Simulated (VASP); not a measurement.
Wanted: the native input for a VASP 6.6.1 run.

```
Task                   : single point
Functional             : PBEsol
Potentials or basis    : VASP PAW PBE potentials, release 64 (Ga_d, As)
Cutoff                 : 520 eV
k mesh                 : 10 × 10 × 10
Occupations            : gaussian, width 0.05 eV
Spin                   : no spin polarisation
Dipole correction      : no
Further INCAR settings : ALGO = Normal; EDIFF = 1e-06; NBANDS = 16
```

The structure of GaAs lies in POSCAR:

```
GaAs
1.0
    0.0000000000      2.8362415972      2.8362415972
    2.8362415972      0.0000000000      2.8362415972
    2.8362415972      2.8362415972      0.0000000000
Ga As
1 1
Direct
    0.0000000000      0.0000000000      0.0000000000
    0.7500000000      0.7500000000      0.7500000000
```

The input as run:

INCAR

```
ALGO     = Normal         # electronic algorithm
EDIFF    = 1E-6           # SCF threshold, eV
ENCUT    = 520            # plane-wave cutoff, eV
GGA      = PS             # functional
ISIF     = 2              # what is computed and relaxed
ISMEAR   = 0              # smearing method
LASPH    = True           # aspherical terms in the spheres
LCHARG   = True           # write CHGCAR
LELF     = True           # ELF
LREAL    = False          # projectors in reciprocal space
LVHAR    = True         
LWAVE    = False          # write WAVECAR
NBANDS   = 16             # bands
NELM     = 100            # most SCF steps
PREC     = Accurate       # precision mode
SIGMA    = 0.05           # smearing width, eV
```

KPOINTS

```
k-points
0
Gamma
  10 10 10
```

Potentials or basis: VASP PAW PBE potentials, release 64 (Ga_d, As).

Command:

```bash
$ cat potpaw_PBE.64/Ga_d/POTCAR potpaw_PBE.64/As/POTCAR > POTCAR
$ mpirun -np 1 vasp_std > vasp.out
```

Results of the run:

| Quantity | Value |
| --- | --- |
| Pressure | -0.3 GPa |
| Band gap on the k mesh | 0.38 eV, direct |

Caveat: the PAW data sets were made with another functional, which shifts forces and pressure a little.

Wall time 24 s on 1 thread of Intel(R) Xeon(R) 6975P-C (Granite Rapids), with other jobs on the host, peak memory 0.18 GiB.
